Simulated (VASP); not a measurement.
# TaN (Fm-3m) in VASP: notebook, part 2 of 2

VASP 6.6.1.

### Step 5. Single point, PBE+D3(BJ)

This run uses another cell than the first one, of 10.35 Å³/atom, 1.064 times its volume.

INCAR reads:

```
PREC = Accurate
ENCUT = 520
EDIFF = 1E-6
ISMEAR = -1
SIGMA = 0.1
LREAL = F
LASPH = T
NELM = 80
ALGO = Normal
ISIF = 2
LWAVE = F
LCHARG = F
GGA = PE
IVDW = 12
NBANDS = 15
```

KPOINTS reads:

```
regular mesh
0
Gamma
  9 9 9
```

POSCAR reads:

```
TaN
1.0
    0.0000000000      2.1790000000      2.1790000000
    2.1790000000      0.0000000000      2.1790000000
    2.1790000000      2.1790000000      0.0000000000
Ta N
1 1
Direct
    0.5000000000      0.5000000000      0.5000000000
    0.0000000000      0.0000000000      0.0000000000
```

Potentials or basis: VASP PAW PBE potentials, release 64 (Ta_pv, N).

Started as:

```bash
cat potpaw_PBE.64/Ta_pv/POTCAR potpaw_PBE.64/N/POTCAR > POTCAR
mpirun -np 1 vasp_std > vasp.out
```

OUTCAR:

```text
PREC = Accurate
   ENCUT = 520
   EDIFF = 1E-6
   ISMEAR = -1
   LREAL = F
   LASPH = T
   NELM = 80
   ISIF = 2
   GGA = PE
   IVDW = 12
 IVDW          = 12

 ion  position               nearest neighbor table
   1  0.500  0.500  0.500-   2 2.18   2 2.18   2 2.18   2 2.18   2 2.18   2 2.18
   2  0.000  0.000  0.000-   1 2.18   1 2.18   1 2.18   1 2.18   1 2.18   1 2.18

  LATTYP: Found a face centered cubic cell.
 ALAT       =     4.3580000000

  Lattice vectors:

 A1 = (   0.0000000000,   2.1790000000,   2.1790000000)
 A2 = (   2.1790000000,   0.0000000000,   2.1790000000)
 A3 = (   2.1790000000,   2.1790000000,   0.0000000000)

Analysis of symmetry for initial positions (statically):
=====================================================================
 Subroutine PRICEL returns:
 Original cell was already a primitive cell.

 Routine SETGRP: Setting up the symmetry group for a
 face centered cubic supercell.

 Subroutine GETGRP returns: Found 48 space group operations
 (whereof 48 operations were pure point group operations)
 out of a pool of 48 trial point group operations.

The static configuration has the point symmetry O_h .

Analysis of symmetry for dynamics (positions and initial velocities):
=====================================================================
 Subroutine PRICEL returns:
 Original cell was already a primitive cell.

 Routine SETGRP: Setting up the symmetry group for a
 face centered cubic supercell.

 Subroutine GETGRP returns: Found 48 space group operations
 (whereof 48 operations were pure point group operations)
 out of a pool of 48 trial point group operations.

The dynamic configuration has the point symmetry O_h .

 Subroutine INISYM returns: Found 48 space group operations
 (whereof 48 operations are pure point group operations),
 and found     1 'primitive' translations

----------------------------------------------------------------------------------------

                                     Primitive cell

  volume of cell :      20.6920

  direct lattice vectors                    reciprocal lattice vectors
     0.000000000  2.179000000  2.179000000    -0.229463056  0.229463056  0.229463056
     2.179000000  0.000000000  2.179000000     0.229463056 -0.229463056  0.229463056
     2.179000000  2.179000000  0.000000000     0.229463056  0.229463056 -0.229463056

  length of vectors
     3.081571352  3.081571352  3.081571352     0.397441672  0.397441672  0.397441672

  position of ions in fractional coordinates (direct lattice)
     0.500000000  0.500000000  0.500000000
     0.000000000  0.000000000  0.000000000

  ion indices of the primitive-cell ions
   primitive index   ion index
                 1           1
                 2           2

----------------------------------------------------------------------------------------

 KPOINTS: regular mesh

Automatic generation of k-mesh.
 Grid dimensions read from file:
 generate k-points for:    9    9    9

 Generating k-lattice:

  Cartesian coordinates                     Fractional coordinates (reciprocal lattice)
    -0.025495895  0.025495895  0.025495895     0.111111111  0.000000000  0.000000000
     0.025495895 -0.025495895  0.025495895     0.000000000  0.111111111  0.000000000
     0.025495895  0.025495895 -0.025495895     0.000000000  0.000000000  0.111111111

  Length of vectors
[... 38 lines left out ...]
   number of dos      NEDOS =    301   number of ions     NIONS =      2
   total plane-waves  NPLWV =  13824
   dimension x,y,z NGX =    24 NGY =   24 NGZ =   24
   dimension x,y,z NGXF=    48 NGYF=   48 NGZF=   48
   ions per type =               1   1
   NGX,Y,Z   is equivalent  to a cutoff of  12.95, 12.95, 12.95 a.u.
   NGXF,Y,Z  is equivalent  to a cutoff of  25.90, 25.90, 25.90 a.u.
 SYSTEM =  unknown system
   PREC   = accura    normal or accurate (medium, high low for compatibility)
   ISTART =      0    job   : 0-new  1-cont  2-samecut
   ICHARG =      2    charge: 1-file 2-atom 10-const
   ISPIN  =      1    spin polarized calculation?
   LNONCOLLINEAR =      F non collinear calculations
   LSORBIT =      F    spin-orbit coupling
   LASPH  =      T    aspherical Exc in radial PAW
   ENCUT  =  520.0 eV  38.22 Ry    6.18 a.u.   5.73  5.73  5.73*2*pi/ulx,y,z
   NELM   =     80;   NELMIN=  2; NELMDL= -5     # of ELM steps
   EDIFF  = 0.1E-05   stopping-criterion for ELM
   LREAL  =      F    real-space projection
   EDIFFG = 0.1E-04   stopping-criterion for IOM
   NSW    =      0    number of steps for IOM
   IBRION =     -1    ionic relax: 0-MD 1-quasi-New 2-CG
   NFREE  =      0    steps in history (QN), initial steepest desc. (CG)
   ISIF   =      2    stress and relaxation
   ISYM   =      2    0-nonsym 1-usesym 2-fastsym
   POTIM  = 0.5000    time-step for ionic-motion
   TEBEG  =    0.0;   TEEND  =   0.0 temperature during run
   PSTRESS=    0.0 pullay stress
   NELECT =      16.0000    total number of electrons
   NUPDOWN=      -1.0000    fix difference up-down
   EMIN   =  10.00;   EMAX   =-10.00  energy-range for DOS
   EFERMI =   0.00;   METHOD = LEGACY
   ISMEAR =    -1;   SIGMA  =   0.10  broadening in eV -4-tet -1-fermi 0-gaus
   EFERMI_NEDOS =   21; number of points for ismear=-14 and -15
   IALGO  =     38    algorithm
   IMIX   =      4    mixing-type and parameters
     AMIX     =   0.40;   BMIX     =  1.00
     AMIX_MAG =   1.60;   BMIX_MAG =  1.00
  volume/ion in A,a.u.               =      10.35        69.82
  Fermi-wavevector in a.u.,A,eV,Ry     =   1.502615  2.839530 30.719922  2.257851
  Thomas-Fermi vector in A             =   2.613832
   LORBIT       =      0    0 simple, 1 ext, 2 COOP (PROOUT), +10 PAW based schemes
   GGA     = PE    functional components
   LHFCALC =     F    Hartree Fock is set to
   AEXX    =    0.0000 exact exchange contribution
   IVDW    =    12    specifies the selected vdW correction
   LEPSILON=     F    determine dielectric tensor
   LRPA    =     F    only Hartree local field effects (RPA)
 non-spin polarized calculation
  energy-cutoff  :      520.00
  volume of cell :       20.69
 maximum number of plane-waves:       568
   NGX = 11   NGY = 11   NGZ = 11

 number of electron      16.0000000 magnetization

 Free energy of the ion-electron system (eV)
  ---------------------------------------------------
  ext. energy  EPLUGINS =         0.00000000
  ---------------------------------------------------
  free energy    TOTEN  =       -21.80001746 eV

  energy without entropy =      -21.77307049  energy(sigma->0) =      -21.78654398

 E-fermi :   9.7496     XC(G=0): -13.5898

 val. band max:        9.6487633202   @ k =  -0.4444   0.2222   0.1111
 cond. band min:       9.7939979183   @ k =  -0.2222   0.2222   0.0000
 fundamental gap:      0.1452345981
 Fermi energy:         9.7495998121

 k-point     1 :       0.0000    0.0000    0.0000
  band No.  band energies     occupation
      1     -25.8624      2.00000
      2     -25.8624      2.00000
      3     -25.8624      2.00000
      4      -9.2349      2.00000
      5       5.9482      2.00000
      6       5.9482      2.00000
      7       5.9482      2.00000
      8       7.6778      2.00000
      9       7.6778      2.00000
     10       7.6778      2.00000
     11       9.9309      0.28060
     12       9.9309      0.28060
     13      11.6141      0.00000
     14      19.2747      0.00000
[... 401 lines left out ...]
      2     -26.1657      2.00000
      3     -26.1657      2.00000
      4      -7.9298      2.00000
      5       2.8981      2.00000
      6       4.2765      2.00000
      7       5.1116      2.00000
      8       5.1116      2.00000
      9      11.9888      0.00000
     10      13.5101      0.00000
     11      13.5101      0.00000
     12      14.5357      0.00000
     13      17.3379      0.00000
     14      19.2650      0.00000
     15      22.2962      0.00000

 [... further k-points ...]

------------------------ aborting loop because EDIFF is reached ----------------------------------------

 Edisp (eV)   -0.97203

 E8    (eV) :    -0.4497

  FORCE on cell =-STRESS in cart. coord.  units (eV):
  Direction    XX          YY          ZZ          XY          YZ          ZX
  --------------------------------------------------------------------------------------
  -------------------------------------------------------------------------------------
  Total       0.99822     0.99822     0.99822    -0.00000    -0.00000     0.00000
  in kB      77.29204    77.29204    77.29204    -0.00000    -0.00000     0.00000
  external pressure =       77.29 kB  Pullay stress =        0.00 kB

 VOLUME and BASIS-vectors are now :
 -----------------------------------------------------------------------------
  energy-cutoff  :      520.00
  volume of cell :       20.69
      direct lattice vectors                 reciprocal lattice vectors
     0.000000000  2.179000000  2.179000000    -0.229463056  0.229463056  0.229463056
     2.179000000  0.000000000  2.179000000     0.229463056 -0.229463056  0.229463056
     2.179000000  2.179000000  0.000000000     0.229463056  0.229463056 -0.229463056

 POSITION                                       TOTAL-FORCE (eV/Angst)
 -----------------------------------------------------------------------------------
      2.17900      2.17900      2.17900        -0.000000     -0.000000      0.000000
      0.00000      0.00000      0.00000         0.000000      0.000000     -0.000000
 -----------------------------------------------------------------------------------
    total drift:                                0.000000     -0.000000     -0.000000

  FREE ENERGIE OF THE ION-ELECTRON SYSTEM (eV)
  ---------------------------------------------------
  free  energy   TOTEN  =       -22.7720491155 eV

  energy  without entropy=      -22.7451021514  energy(sigma->0) =      -22.75857563
```

OSZICAR:

```text
N       E                     dE             d eps       ncg     rms          rms(c)
DAV:   1     0.879209838675E+02    0.87921E+02   -0.87472E+03  1058   0.113E+03
DAV:   2    -0.221842425127E+02   -0.11011E+03   -0.10264E+03  1302   0.302E+02
DAV:   3    -0.248117278038E+02   -0.26275E+01   -0.26105E+01  1190   0.437E+01
DAV:   4    -0.248219643591E+02   -0.10237E-01   -0.10232E-01  1331   0.288E+00
DAV:   5    -0.248220249984E+02   -0.60639E-04   -0.60637E-04  1204   0.205E-01    0.256E+01
DAV:   6    -0.218740328439E+02    0.29480E+01   -0.53671E+00  1261   0.265E+01    0.106E+01
DAV:   7    -0.218322488940E+02    0.41784E-01   -0.60659E-01  1169   0.607E+00    0.736E+00
DAV:   8    -0.218085567345E+02    0.23692E-01   -0.14486E-01  1197   0.314E+00    0.184E+00
DAV:   9    -0.218001002332E+02    0.84565E-02   -0.22557E-02  1190   0.124E+00    0.354E-01
DAV:  10    -0.218000684306E+02    0.31803E-04   -0.19202E-03  1197   0.438E-01    0.642E-02
DAV:  11    -0.218000180540E+02    0.50377E-04   -0.10382E-04  1155   0.119E-01    0.235E-02
DAV:  12    -0.218000174586E+02    0.59535E-06   -0.87937E-06  1218   0.284E-02
   1 F= -.22772049E+02 E0= -.22758576E+02  d E =-.269470E-01
```

Wall time 7.7 s (1 thread of Intel Xeon Platinum 8488C (Sapphire Rapids), shared host); peak memory 0.15 GiB.

Results:

* Free energy: -22.7720 eV
* Pressure: 7.7 GPa
* Band gap on the k mesh: zero (band 8 reaches 11.47 eV, above the bottom of band 9 at 7.68 eV)
* Dispersion energy per atom: -0.486 eV

Levels at points of the mesh, in eV from the Fermi level:
```csv
k point,band 5,band 6,band 7,band 8,band 9,band 10,band 11,band 12
"(0.00, 0.00, 0.00)",-3.80,-3.80,-3.80,-2.07,-2.07,-2.07,0.18,0.18
```

Caveat: spin-orbit coupling is left out, which moves the levels of the heavy elements; pairwise dispersion overbinds metals, which lowers pressure and volume.

### Step 6. Single point, PBE+D3(BJ)

This run uses another cell than the first one, of 10.55 Å³/atom, 1.085 times its volume.

INCAR reads:

```
  PREC = Accurate
  ENCUT = 520
  EDIFF = 1E-6
  ISMEAR = -1
  SIGMA = 0.1
  LREAL = False
  LASPH = True
  NELM = 60
  ALGO = Normal
  ISIF = 2
  LWAVE = False
  LCHARG = False
  GGA = PE
  IVDW = 12
  NBANDS = 15
```

KPOINTS reads:

```
Automatic mesh
0
Gamma
  9 9 9
```

POSCAR reads:

```
TaN
1.0
    0.0000000000      2.1934308841      2.1934308841
    2.1934308841      0.0000000000      2.1934308841
    2.1934308841      2.1934308841      0.0000000000
Ta N
1 1
Direct
    0.5000000000      0.5000000000      0.5000000000
    0.0000000000      0.0000000000      0.0000000000
```

Potentials or basis: VASP PAW PBE potentials, release 64 (Ta_pv, N).

Started as:

```bash
cat potpaw_PBE.64/Ta_pv/POTCAR potpaw_PBE.64/N/POTCAR > POTCAR
mpirun -np 1 vasp_std > vasp.out
```

Wall time 12 s (1 thread of Intel Xeon Platinum 8488C (Sapphire Rapids), shared host); peak memory 0.16 GiB.

The run converged. Its results:

| Property | Result |
| --- | --- |
| Free energy | -22.7829 eV |
| Pressure | 0.5 GPa |
| Band gap on the k mesh | zero (band 8 reaches 11.20 eV, above the bottom of band 9 at 7.51 eV) |
| Dispersion energy per atom | -0.476 eV |

Levels at points of the mesh, in eV from the Fermi level:
| k point | band 4 | band 5 | band 6 | band 7 | band 8 | band 9 | band 10 | band 11 | band 12 | band 13 |
| --- | --- | --- | --- | --- | --- | --- | --- | --- | --- | --- |
| (0.00, 0.00, 0.00) | -18.82 | -3.75 | -3.75 | -3.75 | -2.02 | -2.02 | -2.02 | 0.17 | 0.17 | 1.69 |

Caveat: spin-orbit coupling is left out, which moves the levels of the heavy elements; pairwise dispersion overbinds metals, which lowers pressure and volume.

### Step 7. Overview

| cell | gap on the mesh (eV) | pressure (GPa) |
| --- | --- | --- |
| a = 3.019 Å, angles 60.0°, 2 atoms | none | 34.8 |
| a = 3.040 Å, angles 60.0°, 2 atoms | none | 24.8 |
| a = 3.061 Å, angles 60.0°, 2 atoms | none | 15.8 |
| a = 3.082 Å, angles 60.0°, 2 atoms | none | 7.7 |
| a = 3.102 Å, angles 60.0°, 2 atoms | none | 0.5 |

Alike in all rows: task single point; level PBE+D3(BJ); potentials or basis VASP PAW PBE potentials, release 64 (Ta_pv, N); no spin polarisation; k mesh 9 × 9 × 9; cutoff (eV) 520; smearing fermi-dirac 0.1 eV.

Caveats: spin-orbit coupling is left out, which moves the levels of the heavy elements; pairwise dispersion overbinds metals, which lowers pressure and volume.

Total energies depend on the potentials used, so only differences within one code and one set of settings carry meaning.
